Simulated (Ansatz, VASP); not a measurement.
## BaF2 in VASP and in Ansatz

INCAR

```
PREC = Accurate
ENCUT = 600
EDIFF = 1E-6
ISMEAR = 0
SIGMA = 0.02
LREAL = F
LASPH = T
NELM = 200
ALGO = Normal
ISIF = 2
LWAVE = F
LCHARG = F
MAGMOM = 0 0 0 0 0 0 0 0 0
LORBIT = 11
LSORBIT = T
GGA_COMPAT = F
LORBMOM = T
GGA = PE
NBANDS = 37
```

KPOINTS

```
Automatic mesh
0
Gamma
  6 6 6
```

File POSCAR:

```
BaF2
1.0
    0.0000000000      3.1539237675      3.1539237675
    3.1539237675      0.0000000000      3.1539237675
    3.1539237675      3.1539237675      0.0000000000
Ba F
1 2
Direct
    0.0000000000      0.0000000000      0.0000000000
    0.2500000000      0.2500000000      0.2500000000
    0.7500000000      0.7500000000      0.7500000000
```

Input for Ansatz:

```yaml
crystal:
  lattice:
    - [0.0, 3.1539237675, 3.1539237675]
    - [3.1539237675, 0.0, 3.1539237675]
    - [3.1539237675, 3.1539237675, 0.0]
  atoms:
    - { symbol: Ba, position: [0.0, 0.0, 0.0] }
    - { symbol: F, position: [0.25, 0.25, 0.25] }
    - { symbol: F, position: [0.75, 0.75, 0.75] }
basis:
  ecutwfc: 420
kpoints:
  mp_grid: { grid: [6, 6, 6] }
hamiltonian:
  xc: pbe
  pseudopotentials: { kind: paw_fr }
scf:
  occupations: { method: gaussian, width: 0.02 }
output:
  forces: true
  eigenvalues: true
  stress: true
magnetization:
  noncollinear: true
  spin_orbit: true
```

Alike in both runs: task single point; functional PBE; k mesh 6 × 6 × 6; occupations gaussian, width 0.02 eV; non-collinear spin, spin-orbit coupling.

|  | VASP | Ansatz |
| --- | --- | --- |
| version | VASP 6.6.1 | Ansatz 0.2.0 |
| potentials or method | VASP PAW PBE potentials, release 64 (Ba_sv, F), cutoff 600 eV | scalar-relativistic, plane waves, PAW |
| valence electrons in the cell | 24 | 24 |

VASP gave:

| Property | Result |
| --- | --- |
| pressure (GPa) | -0.7 |
| net moment per atom (μB) | 0.00 |

Problem. What did Ansatz give for the same quantities?

Solution. Pressure (GPa): -1.5; net moment per atom (μB): 0.00.
